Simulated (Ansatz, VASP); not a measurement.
GdN in VASP and in Ansatz

Contents of POSCAR:

```
GdN
1.0
    3.3867809642      0.0000000000      0.0000000000
   -1.6933904821      2.9330383520      0.0000000000
    0.0000000000      0.0000000000      3.0801088260
Gd N
1 1
Direct
    0.0000000000      0.0000000000      0.0000000000
    0.6666666667      0.3333333333      0.5000000000
```

Contents of INCAR.step1:

```
PREC     = Accurate       # precision mode
ENCUT    = 520            # plane-wave cutoff, eV
ISMEAR   = -1             # smearing method
SIGMA    = 0.01           # smearing width, eV
LREAL    = F              # projectors in reciprocal space
LASPH    = T              # aspherical terms in the spheres
NELM     = 150            # most SCF steps
ISPIN    = 2              # spin polarisation
MAGMOM   = 7 0            # initial moments
LMAXMIX  = 6              # l up to which the mixer works
NBANDS   = 22             # bands
GGA      = PE             # functional
ALGO     = Normal         # electronic algorithm
EDIFF    = 1E-4           # SCF threshold, eV
LWAVE    = T              # write WAVECAR
LCHARG   = F              # write CHGCAR
```

The input INCAR.step2:

```
PREC     = Accurate       # precision mode
ENCUT    = 520            # plane-wave cutoff, eV
EDIFF    = 1E-7           # SCF threshold, eV
ISMEAR   = -1             # smearing method
SIGMA    = 0.01           # smearing width, eV
LREAL    = F              # projectors in reciprocal space
LASPH    = T              # aspherical terms in the spheres
NELM     = 150            # most SCF steps
ALGO     = Normal         # electronic algorithm
ISIF     = 2              # what is computed and relaxed
LWAVE    = F              # write WAVECAR
LCHARG   = F              # write CHGCAR
ISPIN    = 2              # spin polarisation
MAGMOM   = 7 0            # initial moments
LORBIT   = 11             # projections on sites
LMAXMIX  = 6              # l up to which the mixer works
METAGGA  = R2SCAN         # meta-GGA
LMIXTAU  = T            
NBANDS   = 22             # bands
ISTART   = 1
```

The input KPOINTS:

```
Automatic mesh
0
Gamma
  12 12 12
```

Input for Ansatz:

```yaml
crystal:
  lattice:
    - [3.386780964171, 0.0, 0.0]
    - [-1.693390482085, 2.933038352025, 0.0]
    - [0.0, 0.0, 3.080108826]
  atoms:
    - { symbol: Gd, position: [-3.700743415525e-17, 0.0, 0.0], spin: 7.0 }
    - { symbol: "N", position: [0.6666666666667, 0.3333333333333, 0.5] }
basis:
  ecutwfc: 500
  ecutrho_ratio: 4
kpoints:
  mp_grid: { grid: [12, 12, 12] }
hamiltonian:
  xc: r2scan
scf:
  occupations: { method: fermi_dirac, width: 0.01 }
output:
  forces: true
  stress: true
magnetization:
  spin_polarized: true
```

Alike in both runs: task single point; functional r2SCAN; k mesh 12 × 12 × 12; occupations fermi-dirac, width 0.01 eV; collinear spin.

|  | VASP | Ansatz |
| --- | --- | --- |
| version | VASP 6.6.1 | Ansatz 0.2.0 |
| potentials or method | VASP PAW PBE potentials, release 64 (Gd, N), cutoff 520 eV | scalar-relativistic, plane waves, PAW |
| valence electrons in the cell | 23 | 23 |

|  | VASP | Ansatz | Ansatz less VASP |
| --- | --- | --- | --- |
| pressure (GPa) | -0.1 | -0.1 | -0.01 |
| traceless stress, the component that is largest in VASP (GPa) | 0.10 | -0.01 | -0.108 |
| net moment per atom (μB) | 3.50 | 3.50 | 0.000 |
| size of the moment on the site where the two differ most (μB) | 6.79 | 6.92 | +0.137 |

VASP's potentials were made for PBE, not for r2SCAN. Site moments also hang on the region over which each program counts them. Ansatz's warnings: stability check not made.

Spin-orbit coupling is off throughout.
